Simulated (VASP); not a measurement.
# AlRu in VASP: notebook

Runs on AlRu. Level: PBE. Tasks: single point.

Everything below comes from runs of VASP 6.6.1. Logs are shortened: lines on timing, memory, paths and dates and some standing lists are left out, and cuts for length are marked.

### 1 The cell of the first run

The typed cell holds 2 atoms: a = 2.999 Å, b = 3.008 Å, c = 3.040 Å, α = 91.11°, β = 91.77°, γ = 89.57°.

### 2 Single point, PBE

INCAR reads:

```
PREC = Accurate
ENCUT = 600
EDIFF = 1E-6
ISMEAR = -5
SIGMA = 0.1
LREAL = False
LASPH = True
NELM = 120
ALGO = Normal
ISIF = 2
LWAVE = False
LCHARG = False
GGA = PE
NBANDS = 16
GGA_COMPAT = False
```

KPOINTS reads:

```
Automatic mesh
0
Gamma
  4 4 4
```

POSCAR reads:

```
AlRu
1.0
    2.9990673665      0.0109944932     -0.0465078834
    0.0109944932      3.0076346069     -0.0290857447
   -0.0465078834     -0.0290857447      3.0399057272
Al Ru
1 1
Direct
    0.0000000000      0.0000000000      0.0000000000
    0.5000000000      0.5000000000      0.5000000000
```

Potentials or basis: VASP PAW PBE potentials, release 64 (Al, Ru_sv).

Launch:

```
> cat potpaw_PBE.64/Al/POTCAR potpaw_PBE.64/Ru_sv/POTCAR > POTCAR
> mpirun -np 1 vasp_std > vasp.out
```

OUTCAR:

```text
PREC = Accurate
   ENCUT = 600
   EDIFF = 1E-6
   ISMEAR = -5
   LREAL = False
   LASPH = True
   NELM = 120
   ISIF = 2
   GGA = PE

 ion  position               nearest neighbor table
   1  0.000  0.000  0.000-   2 2.57   2 2.57   2 2.60   2 2.60   2 2.62   2 2.62   2 2.66   2 2.66

   2  0.500  0.500  0.500-   1 2.57   1 2.57   1 2.60   1 2.60   1 2.62   1 2.62   1 2.66   1 2.66

  LATTYP: Found a triclinic cell.
 ALAT       =     3.0404005976
 B/A-ratio  =     1.4262108430
 C/A-ratio  =     1.6933660755
 COS(alpha) =     0.0001587870
 COS(beta)  =     0.5613075068
 COS(gamma) =     0.7224860310

  Lattice vectors:

 A1 = (   0.0465078834,   0.0290857447,  -3.0399057272)
 A2 = (   3.0455752499,   0.0400802379,  -3.0864136106)
 A3 = (  -2.9635539763,  -2.9895433554,  -2.9643120991)

Analysis of symmetry for initial positions (statically):
=====================================================================
 Subroutine PRICEL returns:
 Original cell was already a primitive cell.

 Routine SETGRP: Setting up the symmetry group for a
 triclinic supercell.

 Subroutine GETGRP returns: Found  2 space group operations
 (whereof  2 operations were pure point group operations)
 out of a pool of  2 trial point group operations.

The static configuration has the point symmetry S_2 .

Analysis of symmetry for dynamics (positions and initial velocities):
=====================================================================
 Subroutine PRICEL returns:
 Original cell was already a primitive cell.

 Routine SETGRP: Setting up the symmetry group for a
 triclinic supercell.

 Subroutine GETGRP returns: Found  2 space group operations
 (whereof  2 operations were pure point group operations)
 out of a pool of  2 trial point group operations.

The dynamic configuration has the point symmetry S_2 .

 Subroutine INISYM returns: Found  2 space group operations
 (whereof  2 operations are pure point group operations),
 and found     1 'primitive' translations

----------------------------------------------------------------------------------------

                                     Primitive cell

  volume of cell :      27.4109

  direct lattice vectors                    reciprocal lattice vectors
     2.999067366  0.010994493 -0.046507883     0.333520235 -0.001169956  0.005091372
     0.010994493  3.007634607 -0.029085745    -0.001169956  0.332522068  0.003163664
    -0.046507883 -0.029085745  3.039905727     0.005091372  0.003163664  0.329065733

  length of vectors
     2.999448104  3.007795337  3.040400598     0.333561146  0.332539176  0.329120324

  position of ions in fractional coordinates (direct lattice)
     0.000000000  0.000000000  0.000000000
     0.500000000  0.500000000  0.500000000

  ion indices of the primitive-cell ions
   primitive index   ion index
                 1           1
                 2           2

----------------------------------------------------------------------------------------

 KPOINTS: Automatic mesh

Automatic generation of k-mesh.
 Grid dimensions read from file:
 generate k-points for:    4    4    4

 Generating k-lattice:

  Cartesian coordinates                     Fractional coordinates (reciprocal lattice)
     0.083380059 -0.000292489  0.001272843     0.250000000 -0.000000000  0.000000000
    -0.000292489  0.083130517  0.000790916    -0.000000000  0.250000000  0.000000000
     0.001272843  0.000790916  0.082266433    -0.000000000  0.000000000  0.250000000

  Length of vectors
     0.083390286  0.083134794  0.082280081

  Shift w.r.t. Gamma in fractional coordinates (k-lattice)
     0.000000000  0.000000000  0.000000000

 TETIRR: Found    192 inequivalent tetrahedra from      384

 Subroutine IBZKPT returns following result:
 ===========================================

 Found     36 irreducible k-points:

 Following reciprocal coordinates:
            Coordinates               Weight
  0.000000  0.000000  0.000000      1.000000
  0.250000 -0.000000 -0.000000      2.000000
  0.500000 -0.000000 -0.000000      1.000000
 -0.000000  0.250000 -0.000000      2.000000
  0.250000  0.250000 -0.000000      2.000000
  0.500000  0.250000  0.000000      2.000000
[... 16 lines left out ...]
 -0.000000 -0.250000  0.250000      2.000000
  0.250000 -0.250000  0.250000      2.000000
 [... further k-points ...]
   k-points           NKPTS =     36   k-points in BZ     NKDIM =     36   number of bands    NBANDS=     16
   number of dos      NEDOS =    301   number of ions     NIONS =      2
   total plane-waves  NPLWV =  13824
   dimension x,y,z NGX =    24 NGY =   24 NGZ =   24
   dimension x,y,z NGXF=    48 NGYF=   48 NGZF=   48
   ions per type =               1   1
   NGX,Y,Z   is equivalent  to a cutoff of  13.30, 13.27, 13.12 a.u.
   NGXF,Y,Z  is equivalent  to a cutoff of  26.60, 26.53, 26.25 a.u.
 SYSTEM =  unknown system
   PREC   = accura    normal or accurate (medium, high low for compatibility)
   ISTART =      0    job   : 0-new  1-cont  2-samecut
   ICHARG =      2    charge: 1-file 2-atom 10-const
   ISPIN  =      1    spin polarized calculation?
   LNONCOLLINEAR =      F non collinear calculations
   LSORBIT =      F    spin-orbit coupling
   LASPH  =      T    aspherical Exc in radial PAW
   ENCUT  =  600.0 eV  44.10 Ry    6.64 a.u.   5.99  6.01  6.07*2*pi/ulx,y,z
   NELM   =    120;   NELMIN=  2; NELMDL= -5     # of ELM steps
   EDIFF  = 0.1E-05   stopping-criterion for ELM
   LREAL  =      F    real-space projection
[... 7 lines left out ...]
   TEBEG  =    0.0;   TEEND  =   0.0 temperature during run
   PSTRESS=    0.0 pullay stress
   NELECT =      19.0000    total number of electrons
   NUPDOWN=      -1.0000    fix difference up-down
   EMIN   =  10.00;   EMAX   =-10.00  energy-range for DOS
   EFERMI =   0.00;   METHOD = LEGACY
   ISMEAR =    -5;   SIGMA  =   0.10  broadening in eV -4-tet -1-fermi 0-gaus
   EFERMI_NEDOS =   21; number of points for ismear=-14 and -15
   IALGO  =     38    algorithm
   IMIX   =      4    mixing-type and parameters
     AMIX     =   0.40;   BMIX     =  1.00
     AMIX_MAG =   1.60;   BMIX_MAG =  1.00
  volume/ion in A,a.u.               =      13.71        92.49
  Fermi-wavevector in a.u.,A,eV,Ry     =   1.448833  2.737898 28.560234  2.099118
  Thomas-Fermi vector in A             =   2.566629
   LORBIT       =      0    0 simple, 1 ext, 2 COOP (PROOUT), +10 PAW based schemes
   GGA     = PE    functional components
   LHFCALC =     F    Hartree Fock is set to
   AEXX    =    0.0000 exact exchange contribution
   IVDW    =     0    specifies the selected vdW correction
   LEPSILON=     F    determine dielectric tensor
   LRPA    =     F    only Hartree local field effects (RPA)
 non-spin polarized calculation
 Fermi weights with tetrahedron method with Bloechl corrections
  energy-cutoff  :      600.00
  volume of cell :       27.41
 maximum number of plane-waves:       931
   NGX = 11   NGY = 13   NGZ = 13

 number of electron      19.0000003 magnetization

 Free energy of the ion-electron system (eV)
  ---------------------------------------------------
  ext. energy  EPLUGINS =         0.00000000
  ---------------------------------------------------
  free energy    TOTEN  =       -14.47375247 eV

  energy without entropy =      -14.47375247  energy(sigma->0) =      -14.47375247

 E-fermi :  11.6275     XC(G=0): -12.5035

 val. band max:       11.7312350402   @ k =   0.0000   0.0000   0.0000
 cond. band min:      11.8538191321   @ k =   0.2500  -0.0000  -0.0000
 fundamental gap:      0.1225840919
 Fermi energy:        11.6275281697

 k-point     1 :       0.0000    0.0000    0.0000
  band No.  band energies     occupation
      1     -60.1933      2.00000
      2     -30.1563      2.00000
      3     -30.1421      2.00000
      4     -30.1343      2.00000
      5       2.0089      2.00000
      6       8.1429      2.00000
[... 8 lines left out ...]
     15      22.4238      0.00000
     16      26.1617      0.00000

 k-point     2 :       0.2500   -0.0000   -0.0000
  band No.  band energies     occupation
      1     -60.1858      2.00000
      2     -30.2432      2.00000
      3     -30.1405      2.00000
      4     -30.1332      2.00000
      5       3.1504      2.00000
      6       8.2289      2.00000
[... 8 lines left out ...]
     15      24.0874      0.00000
     16      27.5233      0.00000

 k-point     3 :       0.5000   -0.0000   -0.0000
  band No.  band energies     occupation
      1     -60.1782      2.00000
      2     -30.3429      2.00000
      3     -30.1324      2.00000
      4     -30.1245      2.00000
      5       5.8471      2.00000
      6       6.1637      2.00000
[... 8 lines left out ...]
     15      23.7814      0.00000
     16      24.1307      0.00000

 k-point     4 :      -0.0000    0.2500   -0.0000
  band No.  band energies     occupation
      1     -60.1860      2.00000
      2     -30.2454      2.00000
      3     -30.1414      2.00000
      4     -30.1281      2.00000
      5       3.1449      2.00000
      6       8.2095      2.00000
[... 8 lines left out ...]
     15      24.1175      0.00000
     16      27.5127      0.00000

 k-point     5 :       0.2500    0.2500   -0.0000
  band No.  band energies     occupation
      1     -60.1786      2.00000
      2     -30.2438      2.00000
      3     -30.2222      2.00000
      4     -30.1286      2.00000
      5       4.1283      2.00000
      6       8.2947      2.00000
[... 8 lines left out ...]
     15      24.9917      0.00000
     16      26.6554      0.00000

 k-point     6 :       0.5000    0.2500    0.0000
  band No.  band energies     occupation
      1     -60.1712      2.00000
      2     -30.3310      2.00000
      3     -30.2227      2.00000
      4     -30.1200      2.00000
      5       5.9566      2.00000
      6       7.0166      2.00000
[... 8 lines left out ...]
     15      22.8225      0.00000
     16      24.9027      0.00000
[... 267 lines left out ...]
 k-point    21 :       0.5000    0.5000    0.2500
  band No.  band energies     occupation
      1     -60.1581      2.00000
      2     -30.3180      2.00000
      3     -30.2986      2.00000
      4     -30.1936      2.00000
      5       6.2769      2.00000
      6       7.9419      2.00000
[... 8 lines left out ...]
     15      22.4452      0.00000
     16      22.5636      0.00000

 k-point    22 :      -0.2500    0.5000    0.2500
  band No.  band energies     occupation
      1     -60.1654      2.00000
      2     -30.3205      2.00000
      3     -30.2183      2.00000
      4     -30.1976      2.00000
      5       6.2081      2.00000
      6       7.6761      2.00000
[... 8 lines left out ...]
     15      20.9593      0.00000
     16      24.2029      0.00000

 k-point    23 :      -0.0000   -0.2500    0.2500
  band No.  band energies     occupation
      1     -60.1798      2.00000
      2     -30.2402      2.00000
      3     -30.2207      2.00000
      4     -30.1238      2.00000
      5       4.0728      2.00000
      6       8.2541      2.00000
[... 8 lines left out ...]
     15      24.8891      0.00000
     16      26.7940      0.00000

 k-point    24 :       0.2500   -0.2500    0.2500
  band No.  band energies     occupation
      1     -60.1725      2.00000
      2     -30.2357      2.00000
      3     -30.2175      2.00000
      4     -30.2098      2.00000
      5       4.9777      2.00000
      6       8.6611      2.00000
[... 8 lines left out ...]
     15      23.5698      0.00000
     16      23.9367      0.00000

 [... further k-points ...]
[... 5 lines left out ...]
  --------------------------------------------------------------------------------------
  -------------------------------------------------------------------------------------
  Total       -0.4531425     -0.5909016     -0.8096007     -0.1559291      0.4162856      0.6759990
  in kB      -26.4863799    -34.5384580    -47.3215134     -9.1141263     24.3320773     39.5124395
  external PRESSURE =     -36.1154504 kB  Pullay stress =       0.0000000 kB

 VOLUME and BASIS-vectors are now :
 -----------------------------------------------------------------------------
  energy-cutoff  :      600.00
  volume of cell :       27.41
      direct lattice vectors                 reciprocal lattice vectors
     2.999067366  0.010994493 -0.046507883     0.333520235 -0.001169956  0.005091372
     0.010994493  3.007634607 -0.029085745    -0.001169956  0.332522068  0.003163664
    -0.046507883 -0.029085745  3.039905727     0.005091372  0.003163664  0.329065733

 POSITION                                       TOTAL-FORCE (eV/Angst)
 -----------------------------------------------------------------------------------
      0.00000      0.00000      0.00000        -0.000000     -0.000000     -0.000000
      1.48178      1.49477      1.48216         0.000000      0.000000      0.000000
 -----------------------------------------------------------------------------------
    total drift:                                0.000000     -0.000000     -0.000000

  FREE ENERGIE OF THE ION-ELECTRON SYSTEM (eV)
  ---------------------------------------------------
  free  energy   TOTEN  =       -14.4737524683 eV

  energy  without entropy=      -14.4737524683  energy(sigma->0) =      -14.47375247
```

Run time: 7.1 s. Hardware: 1 thread of AMD EPYC 9R45 (Zen 5), shared host; peak memory 0.12 GiB.

Results:

- Free energy: -14.4738 eV
- Pressure: -3.6 GPa

Levels at points of the mesh, in eV from the Fermi level:
| k point | band 8 | band 9 | band 10 | band 11 | band 12 | band 13 |
| --- | --- | --- | --- | --- | --- | --- |
| (0.00, 0.00, 0.00) | 0.06 | 0.10 | 0.23 | 5.65 | 5.96 | 6.06 |
| (0.50, 0.00, 0.00) | -1.70 | -1.54 | 0.35 | 2.26 | 7.35 | 10.59 |
| (0.00, 0.50, 0.00) | -1.73 | -1.49 | 0.36 | 2.22 | 7.37 | 10.60 |
| (0.50, 0.50, 0.00) | -1.33 | -1.23 | -1.22 | 1.50 | 5.21 | 6.00 |
| (0.00, 0.00, 0.50) | -1.56 | -1.51 | 0.41 | 2.04 | 7.36 | 10.84 |
| (0.50, 0.00, 0.50) | -1.22 | -1.16 | -1.11 | 1.43 | 5.02 | 6.00 |
| (0.00, 0.50, 0.50) | -1.32 | -1.13 | -1.09 | 1.41 | 5.01 | 5.94 |
| (0.50, 0.50, 0.50) | 1.49 | 1.58 | 2.28 | 3.73 | 4.10 | 4.29 |

Caveat: the k points lie up to 0.52 Å⁻¹ apart; tetrahedron occupations give inexact forces and stress in metals.

### 3 Single point, PBE

This run uses another cell than the first one, of 14.72 Å³/atom, 1.074 times its volume.

Edit INCAR of step 2 so:

```diff
@@ -1,5 +1,5 @@
 PREC = Accurate
-ENCUT = 600
+ENCUT = 500
 EDIFF = 1E-6
-ISMEAR = -5
+ISMEAR = 0
 SIGMA = 0.1
```

KPOINTS reads:

```
Automatic mesh
0
Gamma
  1 1 1
  0 0 0.5
```

POSCAR reads:

```
AlRu
1.0
    3.0880722158      0.0000000000      0.0000000000
    0.0000000000      3.0880722158      0.0000000000
    0.0000000000      0.0000000000      3.0880722158
Al Ru
1 1
Direct
    0.0000000000      0.0000000000      0.0000000000
    0.5000000000      0.5000000000      0.5000000000
```

Potentials or basis: VASP PAW PBE potentials, release 64 (Al, Ru_pv).

Launch:

```
> cat potpaw_PBE.64/Al/POTCAR potpaw_PBE.64/Ru_pv/POTCAR > POTCAR
> mpirun -np 1 vasp_std > vasp.out
```

Run time: 2.6 s. Hardware: 1 thread of Intel Xeon 6975P-C (Granite Rapids), shared host; peak memory 0.12 GiB.

It converged, with:

| Property | Result |
| --- | --- |
| Free energy | -16.8972 eV |
| Pressure | -4.4 GPa |

Levels at points of the mesh, in eV from the Fermi level:
```tsv
k point	band 5	band 6	band 7	band 8	band 9	band 10	band 11	band 12
(0.00, 0.00, 0.50)	-5.65	-2.79	-1.77	-1.77	0.00	1.59	7.12	10.17
```

Caveat: the k points lie up to 2.03 Å⁻¹ apart.
